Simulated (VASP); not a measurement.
Wanted: the native input for a VASP 6.6.1 run.

```
Task                   : single point
Functional             : PBE
Potentials or basis    : VASP PAW PBE potentials, release 64 (Co, O)
Cutoff                 : 520 eV
k mesh                 : 8 × 8 × 6
Occupations            : gaussian, width 0.05 eV
Spin                   : collinear spin, antiferromagnetic start
Starting moments       : [3.0, -3.0, 0.0, 0.0] μB
Hubbard terms          : Co d U = 3.3 eV
Dipole correction      : no
Further INCAR settings : ALGO = Normal; EDIFF = 1e-07; NBANDS = 27
```

The structure of CoO lies in POSCAR:

```
CoO
1.0
    0.0000000000      2.1628257023     -2.1628257023
    0.0000000000      2.1628257023      2.1628257023
    4.3256514046      0.0000000000      0.0000000000
Co O
2 2
Direct
    0.0000000000      0.0000000000      0.0000000000
    0.5000000000      0.5000000000      0.5000000000
    0.0000000000      1.0000000000      0.5000000000
    0.5000000000      1.5000000000      1.0000000000
```

These files were run (other wordings do the same):

INCAR

```
SYSTEM = CoO
PREC = Accurate
ENCUT = 520
EDIFF = 1E-7
ISMEAR = 0
SIGMA = 0.05
LREAL = .FALSE.
LASPH = .TRUE.
NELM = 150
ALGO = Normal
ISIF = 2
LWAVE = .FALSE.
LCHARG = .FALSE.
ISPIN = 2
MAGMOM = 3 -3 0 0
LORBIT = 11
LMAXMIX = 4
LDAU = .TRUE.
LDAUTYPE = 2
LDAUL = 2 -1
LDAUU = 3.3 0
LDAUJ = 0 0
LDAUPRINT = 1
GGA = PE
NBANDS = 27
```

KPOINTS

```
Automatic mesh
0
G
  8 8 6
  0 0 0
```

Potentials or basis: VASP PAW PBE potentials, release 64 (Co, O).

The run is started by

```sh
$ cat potpaw_PBE.64/Co/POTCAR potpaw_PBE.64/O/POTCAR > POTCAR
$ mpirun -np 1 vasp_std > vasp.out
```

Results of the run:

```yaml
Pressure: -3.1 GPa
Band_gap_on_the_k_mesh: 0.29 eV
Net_moment: 0.00 μB per cell
Site_moments: Co +2.75, -2.75; O -0.11, +0.11 μB
Valence_electrons_inside_the_program's_atomic_spheres: Co 7.73; O 4.99
```

Caveat: the cell stands under tension.

Run time: 48 s on 1 thread of Intel(R) Xeon(R) 6975P-C (Granite Rapids), on a shared host, peak memory 0.22 GiB.
